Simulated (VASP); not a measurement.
Here is a VASP 6.6.1 calculation.

File INCAR:

```
PREC = Accurate
ENCUT = 520
EDIFF = 1E-7
ISMEAR = 0
SIGMA = 0.15
LREAL = False
LASPH = True
NELM = 60
ALGO = Normal
ISIF = 2
LWAVE = False
LCHARG = True
GGA = PS
LELF = True
LVHAR = True
NBANDS = 38
```

KPOINTS

```
Automatic mesh
0
Gamma
  6 6 6
```

File POSCAR:

```
InP3
1.0
    3.7149867798      2.1448486173      3.1482012300
   -3.7149867798      2.1448486173      3.1482012300
    0.0000000000     -4.2896972347      3.1482012299
In P
2 6
Direct
    0.2732789115      0.2732789115      0.2732789115
    0.7267210885      0.7267210885      0.7267210885
    0.7947108827      0.2411926280      0.7947108827
    0.7947108827      0.7947108827      0.2411926280
    0.2411926280      0.7947108827      0.7947108827
    0.2052891173      0.7588073720      0.2052891173
    0.7588073720      0.2052891173      0.2052891173
    0.2052891173      0.2052891173      0.7588073720
```

Potentials or basis: VASP PAW PBE potentials, release 64 (In_d, P).

Command:

```console
$ cat potpaw_PBE.64/In_d/POTCAR potpaw_PBE.64/P/POTCAR > POTCAR
$ mpirun -np 1 vasp_std > vasp.out
```

Problem. What does it give for the largest force?

Solution. 0.335 eV/Å.

Problem. Estimate the band gap on the k mesh.

Solution. Zero (bands 28 and 29 overlap by 0.47 eV).

Forces in eV/Å, atoms in the order of the input:
```
In   0.000  0.000  0.088
In   0.000  0.000 -0.088
P   -0.093  0.054 -0.318
P    0.000 -0.108 -0.318
P    0.093  0.054 -0.318
P    0.093 -0.054  0.318
P   -0.093 -0.054  0.318
P    0.000  0.108  0.318
```

Caveat: the cell differs from its parent crystal (strain +0.000 along x and y, -0.040 along z); semilocal functionals underestimate gaps, so a narrow gap can read as zero; the PAW data sets were made with another functional, which shifts forces and pressure a little; spin-orbit coupling is left out, which moves the levels of the heavy elements.
